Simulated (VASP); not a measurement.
Input of a VASP 6.6.1 run:

Contents of POSCAR:

```
Y
1.0
    3.5143210000      0.0000000000      0.0000000000
    1.7571605000      3.0434912631      0.0000000000
    1.7571605000      1.0144970877      2.8694310808
Y
1
Direct
    0.0000000000      0.0000000000      0.0000000000
```

INCAR.step1

```
ALGO = Normal
EDIFF = 1E-4
ENCUT = 520
GGA = PE
ISMEAR = 1
LASPH = True
LCHARG = False
LREAL = False
LWAVE = True
NBANDS = 12
NELM = 80
PREC = Accurate
SIGMA = 0.3
```

The input INCAR.step2:

```
ALGO = Normal
EDIFF = 1E-6
ENCUT = 520
ISIF = 2
ISMEAR = 1
ISTART = 1
LASPH = True
LCHARG = True
LELF = True
LMIXTAU = True
LREAL = False
LVHAR = True
LWAVE = False
METAGGA = R2SCAN
NBANDS = 12
NELM = 80
PREC = Accurate
SIGMA = 0.3
```

KPOINTS

```
k-points
0
Gamma
  10 10 10
```

Potentials or basis: VASP PAW PBE potentials, release 64 (Y_sv).

Launch:

```bash
$ cat potpaw_PBE.64/Y_sv/POTCAR > POTCAR
$ cp INCAR.step1 INCAR
$ mpirun -np 1 vasp_std > vasp.out
$ cp INCAR.step2 INCAR
$ mpirun -np 1 vasp_std > vasp.out
```

Q: Predict the pressure.

A: 3.3 GPa.

Caveat: the PAW data sets were made with another functional, which shifts forces and pressure a little.
